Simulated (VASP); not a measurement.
# ZnO (P6_3/mmc) in VASP: further runs

Runs on ZnO. Level: PBE+D3(BJ). Tasks: single point.

Program: VASP 6.6.1. These are calculated values, not measurements. Logs are shortened: lines on timing, memory, paths and dates and some standing lists are left out, and cuts for length are marked.

**1. The cell of the first run**

Symmetry: P6_3/mmc, No. 194, hexagonal system. The conventional cell has a = 3.189 Å, b = 3.189 Å, c = 7.344 Å, α = 90.00°, β = 90.00°, γ = 120.00°. Zn (site symmetry -6m2) has 3 O at 1.84 Å within 2.4 Å. O (site symmetry -6m2) has 3 Zn at 1.84 Å within 2.4 Å.

**2. Single point, PBE+D3(BJ) (strain -0.030 along x and y, +0.030 along z)**

Input file INCAR:

```
SYSTEM = ZnO
  ALGO = Normal
  EDIFF = 1E-6
  ENCUT = 520
  GGA = PE
  ISIF = 2
  ISMEAR = 0
  IVDW = 12
  LASPH = .TRUE.
  LCHARG = .FALSE.
  LREAL = .FALSE.
  LWAVE = .FALSE.
  NBANDS = 26
  NELM = 100
  PREC = Accurate
  SIGMA = 0.05
```

Input file KPOINTS:

```
k-points
0
G
  9 9 4
  0 0 0
```

Input file POSCAR:

```
ZnO
1.0
    3.1893281439      0.0000000000      0.0000000000
   -1.5946640719      2.7620391936      0.0000000000
    0.0000000000      0.0000000000      7.3443545905
Zn O
2 2
Direct
    0.0000000000      0.0000000000      0.7500000000
    0.0000000000      0.0000000000      0.2500000000
    0.3333333333      0.6666666667      0.2500000000
    0.6666666667      0.3333333333      0.7500000000
```

Potentials or basis: VASP PAW PBE potentials, release 64 (Zn, O).

Command:

```
$ cat potpaw_PBE.64/Zn/POTCAR potpaw_PBE.64/O/POTCAR > POTCAR
$ mpirun -np 1 vasp_std > vasp.out
```

OUTCAR:

```text
SYSTEM = ZnO
   EDIFF = 1E-6
   ENCUT = 520
   GGA = PE
   ISIF = 2
   ISMEAR = 0
   IVDW = 12
   LASPH = .TRUE.
   LREAL = .FALSE.
   NELM = 100
   PREC = Accurate
 IVDW          = 12

 ion  position               nearest neighbor table
   1  0.000  0.000  0.750-   4 1.84   4 1.84   4 1.84
   2  0.000  0.000  0.250-   3 1.84   3 1.84   3 1.84
   3  0.333  0.667  0.250-   2 1.84   2 1.84   2 1.84
   4  0.667  0.333  0.750-   1 1.84   1 1.84   1 1.84

  LATTYP: Found a hexagonal cell.
 ALAT       =     3.1893281439
 C/A-ratio  =     2.3027905123

  Lattice vectors:

 A1 = (   3.1893281439,   0.0000000000,   0.0000000000)
 A2 = (  -1.5946640719,   2.7620391936,   0.0000000000)
 A3 = (   0.0000000000,   0.0000000000,   7.3443545905)

Analysis of symmetry for initial positions (statically):
=====================================================================
 Subroutine PRICEL returns:
 Original cell was already a primitive cell.

 Routine SETGRP: Setting up the symmetry group for a
 hexagonal supercell.

 Subroutine GETGRP returns: Found 24 space group operations
 (whereof 12 operations were pure point group operations)
 out of a pool of 24 trial point group operations.

The static configuration has the point symmetry D_3d.
 The point group associated with its full space group is D_6h.

Analysis of symmetry for dynamics (positions and initial velocities):
=====================================================================
 Subroutine PRICEL returns:
 Original cell was already a primitive cell.

 Routine SETGRP: Setting up the symmetry group for a
 hexagonal supercell.

 Subroutine GETGRP returns: Found 24 space group operations
 (whereof 12 operations were pure point group operations)
 out of a pool of 24 trial point group operations.

The dynamic configuration has the point symmetry D_3d.
 The point group associated with its full space group is D_6h.

 Subroutine INISYM returns: Found 24 space group operations
 (whereof 12 operations are pure point group operations),
 and found     1 'primitive' translations

----------------------------------------------------------------------------------------

                                     Primitive cell

  volume of cell :      64.6968

  direct lattice vectors                    reciprocal lattice vectors
     3.189328144  0.000000000  0.000000000     0.313545661  0.181025672  0.000000000
    -1.594664072  2.762039194  0.000000000     0.000000000  0.362051343  0.000000000
     0.000000000  0.000000000  7.344354591     0.000000000  0.000000000  0.136159003

  length of vectors
     3.189328144  3.189328144  7.344354591     0.362051343  0.362051343  0.136159003

  position of ions in fractional coordinates (direct lattice)
     0.000000000  0.000000000  0.750000000
     0.000000000  0.000000000  0.250000000
     0.333333333  0.666666667  0.250000000
     0.666666667  0.333333333  0.750000000

  ion indices of the primitive-cell ions
   primitive index   ion index
                 1           1
                 2           2
                 3           3
                 4           4

----------------------------------------------------------------------------------------

 KPOINTS: k-points

Automatic generation of k-mesh.
 Grid dimensions read from file:
 generate k-points for:    9    9    4

 Generating k-lattice:

  Cartesian coordinates                     Fractional coordinates (reciprocal lattice)
     0.034838407  0.020113964  0.000000000     0.111111111  0.000000000  0.000000000
     0.000000000  0.040227927  0.000000000     0.000000000  0.111111111  0.000000000
     0.000000000  0.000000000  0.034039751     0.000000000  0.000000000  0.250000000

  Length of vectors
     0.040227927  0.040227927  0.034039751

  Shift w.r.t. Gamma in fractional coordinates (k-lattice)
     0.000000000  0.000000000  0.000000000

 Subroutine IBZKPT returns following result:
 ===========================================

 Found     36 irreducible k-points:

 Following reciprocal coordinates:
            Coordinates               Weight
  0.000000  0.000000  0.000000      1.000000
  0.111111  0.000000  0.000000      6.000000
  0.222222  0.000000  0.000000      6.000000
  0.333333  0.000000  0.000000      6.000000
  0.444444  0.000000  0.000000      6.000000
  0.111111  0.111111  0.000000      6.000000
[... 16 lines left out ...]
  0.333333  0.222222  0.250000     24.000000
  0.333333  0.333333  0.250000      4.000000
 [... further k-points ...]
   k-points           NKPTS =     36   k-points in BZ     NKDIM =     36   number of bands    NBANDS=     26
   number of dos      NEDOS =    301   number of ions     NIONS =      4
   total plane-waves  NPLWV =  32256
   dimension x,y,z NGX =    24 NGY =   24 NGZ =   56
   dimension x,y,z NGXF=    48 NGYF=   48 NGZF=  112
   ions per type =               2   2
   NGX,Y,Z   is equivalent  to a cutoff of  12.51, 12.51, 12.68 a.u.
   NGXF,Y,Z  is equivalent  to a cutoff of  25.02, 25.02, 25.35 a.u.
 SYSTEM =  ZnO
   PREC   = accura    normal or accurate (medium, high low for compatibility)
   ISTART =      0    job   : 0-new  1-cont  2-samecut
   ICHARG =      2    charge: 1-file 2-atom 10-const
   ISPIN  =      1    spin polarized calculation?
   LNONCOLLINEAR =      F non collinear calculations
   LSORBIT =      F    spin-orbit coupling
   LASPH  =      T    aspherical Exc in radial PAW
   ENCUT  =  520.0 eV  38.22 Ry    6.18 a.u.   5.93  5.93 13.66*2*pi/ulx,y,z
   NELM   =    100;   NELMIN=  2; NELMDL= -5     # of ELM steps
   EDIFF  = 0.1E-05   stopping-criterion for ELM
   LREAL  =      F    real-space projection
   EDIFFG = 0.1E-04   stopping-criterion for IOM
   NSW    =      0    number of steps for IOM
   IBRION =     -1    ionic relax: 0-MD 1-quasi-New 2-CG
   NFREE  =      0    steps in history (QN), initial steepest desc. (CG)
   ISIF   =      2    stress and relaxation
   ISYM   =      2    0-nonsym 1-usesym 2-fastsym
   POTIM  = 0.5000    time-step for ionic-motion
   TEBEG  =    0.0;   TEEND  =   0.0 temperature during run
   PSTRESS=    0.0 pullay stress
   NELECT =      36.0000    total number of electrons
   NUPDOWN=      -1.0000    fix difference up-down
   EMIN   =  10.00;   EMAX   =-10.00  energy-range for DOS
   EFERMI =   0.00;   METHOD = LEGACY
   ISMEAR =     0;   SIGMA  =   0.05  broadening in eV -4-tet -1-fermi 0-gaus
   EFERMI_NEDOS =   21; number of points for ismear=-14 and -15
   IALGO  =     38    algorithm
   IMIX   =      4    mixing-type and parameters
     AMIX     =   0.40;   BMIX     =  1.00
     AMIX_MAG =   1.60;   BMIX_MAG =  1.00
  volume/ion in A,a.u.               =      16.17       109.15
  Fermi-wavevector in a.u.,A,eV,Ry     =   1.346526  2.544565 24.669165  1.813133
  Thomas-Fermi vector in A             =   2.474351
   LORBIT       =      0    0 simple, 1 ext, 2 COOP (PROOUT), +10 PAW based schemes
   GGA     = PE    functional components
   LHFCALC =     F    Hartree Fock is set to
   AEXX    =    0.0000 exact exchange contribution
   IVDW    =    12    specifies the selected vdW correction
   LEPSILON=     F    determine dielectric tensor
   LRPA    =     F    only Hartree local field effects (RPA)
 non-spin polarized calculation
 Gauss-broadening in eV      SIGMA  =   0.05
  energy-cutoff  :      520.00
  volume of cell :       64.70
 maximum number of plane-waves:      1754
 NGX is ok and might be reduce to    24
   NGX = 11   NGY = 11   NGZ = 27

 number of electron      35.9999987 magnetization

 Free energy of the ion-electron system (eV)
  ---------------------------------------------------
  ext. energy  EPLUGINS =         0.00000000
  ---------------------------------------------------
  free energy    TOTEN  =       -16.80025815 eV

  energy without entropy =      -16.80025815  energy(sigma->0) =      -16.80025815

 E-fermi :  -0.0511     XC(G=0):  -8.9831

 val. band max:       -0.2905495483   @ k =   0.0000   0.0000   0.0000
 cond. band min:       0.5817194854   @ k =   0.0000   0.0000   0.0000
 fundamental gap:      0.8722690338
 Fermi energy:        -0.0511367322

 k-point     1 :       0.0000    0.0000    0.0000
  band No.  band energies     occupation
      1     -18.4713      2.00000
      2     -18.4066      2.00000
      3      -6.9576      2.00000
      4      -6.9576      2.00000
      5      -6.9475      2.00000
      6      -6.9475      2.00000
[... 18 lines left out ...]
     25      13.1048      0.00000
     26      13.7524      0.00000

 k-point     2 :       0.1111    0.0000    0.0000
  band No.  band energies     occupation
      1     -18.4050      2.00000
      2     -18.3440      2.00000
      3      -6.9877      2.00000
      4      -6.9807      2.00000
      5      -6.8636      2.00000
      6      -6.8531      2.00000
[... 18 lines left out ...]
     25      12.7638      0.00000
     26      13.3561      0.00000

 k-point     3 :       0.2222    0.0000    0.0000
  band No.  band energies     occupation
      1     -18.2335      2.00000
      2     -18.1831      2.00000
      3      -7.0212      2.00000
      4      -7.0183      2.00000
      5      -6.6003      2.00000
      6      -6.5893      2.00000
[... 18 lines left out ...]
     25      11.5497      0.00000
     26      13.3596      0.00000

 k-point     4 :       0.3333    0.0000    0.0000
  band No.  band energies     occupation
      1     -18.0302      2.00000
      2     -17.9956      2.00000
      3      -6.9563      2.00000
      4      -6.9510      2.00000
      5      -6.2370      2.00000
      6      -6.2266      2.00000
[... 18 lines left out ...]
     25      11.6001      0.00000
     26      12.4496      0.00000
[... 496 lines left out ...]
      1     -17.9371      2.00000
      2     -17.9182      2.00000
      3      -6.8274      2.00000
      4      -6.8197      2.00000
      5      -5.9986      2.00000
      6      -5.9944      2.00000
[... 18 lines left out ...]
     25      10.6708      0.00000
     26      11.9277      0.00000

 k-point    23 :       0.3333    0.2222    0.2500
  band No.  band energies     occupation
      1     -17.8325      2.00000
      2     -17.8241      2.00000
      3      -6.5975      2.00000
      4      -6.5916      2.00000
      5      -5.9289      2.00000
      6      -5.8657      2.00000
[... 18 lines left out ...]
     25       9.9329      0.00000
     26      10.7283      0.00000

 k-point    24 :       0.3333    0.3333    0.2500
  band No.  band energies     occupation
      1     -17.7947      2.00000
      2     -17.7947      2.00000
      3      -6.4579      2.00000
      4      -6.4496      2.00000
      5      -5.8978      2.00000
      6      -5.8978      2.00000
[... 18 lines left out ...]
     25       9.4079      0.00000
     26       9.6653      0.00000

 [... further k-points ...]

------------------------ aborting loop because EDIFF is reached ----------------------------------------

 Edisp (eV)   -0.63958

 E8    (eV) :    -0.2395

  FORCE on cell =-STRESS in cart. coord.  units (eV):
  Direction    XX          YY          ZZ          XY          YZ          ZX
  --------------------------------------------------------------------------------------
  -------------------------------------------------------------------------------------
  Total       5.06330     5.06330    -0.70954     0.00000    -0.00000     0.00000
  in kB     125.38957   125.38957   -17.57130     0.00000    -0.00000     0.00000
  external pressure =       77.74 kB  Pullay stress =        0.00 kB

 VOLUME and BASIS-vectors are now :
 -----------------------------------------------------------------------------
  energy-cutoff  :      520.00
  volume of cell :       64.70
      direct lattice vectors                 reciprocal lattice vectors
     3.189328144  0.000000000  0.000000000     0.313545661  0.181025672  0.000000000
    -1.594664072  2.762039194  0.000000000     0.000000000  0.362051343  0.000000000
     0.000000000  0.000000000  7.344354591     0.000000000  0.000000000  0.136159003

 POSITION                                       TOTAL-FORCE (eV/Angst)
 -----------------------------------------------------------------------------------
      0.00000      0.00000      5.50827        -0.000000     -0.000000     -0.000000
      0.00000      0.00000      1.83609        -0.000000      0.000000      0.000000
     -0.00000      1.84136      1.83609        -0.000000      0.000000     -0.000000
      1.59466      0.92068      5.50827         0.000000     -0.000000      0.000000
 -----------------------------------------------------------------------------------
    total drift:                               -0.000000      0.000000     -0.000000

  FREE ENERGIE OF THE ION-ELECTRON SYSTEM (eV)
  ---------------------------------------------------
  free  energy   TOTEN  =       -17.4398420405 eV

  energy  without entropy=      -17.4398420405  energy(sigma->0) =      -17.43984204
```

Wall time 20 s (1 thread of Intel Xeon 6975P-C (Granite Rapids), shared host); peak memory 0.2 GiB.

Results:

```
Free energy                : -17.4398 eV
Pressure                   : 7.8 GPa
Band gap on the k mesh     : 0.87 eV
Dispersion energy per atom : -0.160 eV
```

Stress tensor (GPa, compression positive):
```
12.54  0.00  0.00
 0.00 12.54  0.00
 0.00  0.00 -1.76
```

Levels at points of the mesh, in eV from the valence-band top:
| k point | band 14 | band 15 | band 16 | band 17 | band 18 | band 19 | band 20 | band 21 | band 22 | band 23 |
| --- | --- | --- | --- | --- | --- | --- | --- | --- | --- | --- |
| (0.00, 0.00, 0.00) | -2.45 | -0.01 | -0.01 | 0.00 | 0.00 | 0.87 | 3.38 | 4.89 | 10.44 | 10.45 |
| (0.00, 0.00, 0.50) | -3.13 | 0.00 | 0.00 | 0.00 | 0.00 | 1.91 | 1.91 | 6.95 | 6.95 | 13.68 |

Caveat: the cell differs from its parent crystal (strain -0.030 along x and y, +0.030 along z); the stress differs along the axes, from -2 to 13 GPa. A k mesh can miss the band edges.

**3. Single point, PBE+D3(BJ) (strain +0.000 along x and y, -0.030 along z)**

Input file INCAR:

```
PREC = Accurate
ENCUT = 520
EDIFF = 1E-6
ISMEAR = 0
SIGMA = 0.05
LREAL = False
LASPH = True
NELM = 80
ALGO = Normal
ISIF = 2
LWAVE = False
LCHARG = False
GGA = PE
IVDW = 12
NBANDS = 26
```

Input file KPOINTS:

```
regular mesh
0
Gamma
  9 9 4
```

Input file POSCAR:

```
ZnO
1.0
    3.2879671587      0.0000000000      0.0000000000
   -1.6439835793      2.8474630862      0.0000000000
    0.0000000000      0.0000000000      6.9165281095
Zn O
2 2
Direct
    0.0000000000      0.0000000000      0.7500000000
    0.0000000000      0.0000000000      0.2500000000
    0.3333333333      0.6666666667      0.2500000000
    0.6666666667      0.3333333333      0.7500000000
```

Potentials or basis: VASP PAW PBE potentials, release 64 (Zn, O).

Command:

```
$ cat potpaw_PBE.64/Zn/POTCAR potpaw_PBE.64/O/POTCAR > POTCAR
$ mpirun -np 1 vasp_std > vasp.out
```

Wall time 20 s (1 thread of Intel Xeon 6975P-C (Granite Rapids), shared host); peak memory 0.21 GiB.

The run converged. Its results:

```yaml
Free_energy: -17.6085 eV
Pressure: -1.6 GPa
Band_gap_on_the_k_mesh: 0.79 eV
Dispersion_energy_per_atom: -0.162 eV
```

Levels at points of the mesh, in eV from the valence-band top:
```
           k point  band 16  band 17  band 18  band 19  band 20  band 21
(0.00, 0.00, 0.00)    -0.01     0.00     0.00     0.79     3.52     5.27
(0.00, 0.00, 0.50)    -0.01    -0.01    -0.01     1.99     1.99     7.51
```

Caveat: the cell differs from its parent crystal (strain +0.000 along x and y, -0.030 along z); semilocal functionals underestimate gaps, and a narrow one can read as zero.
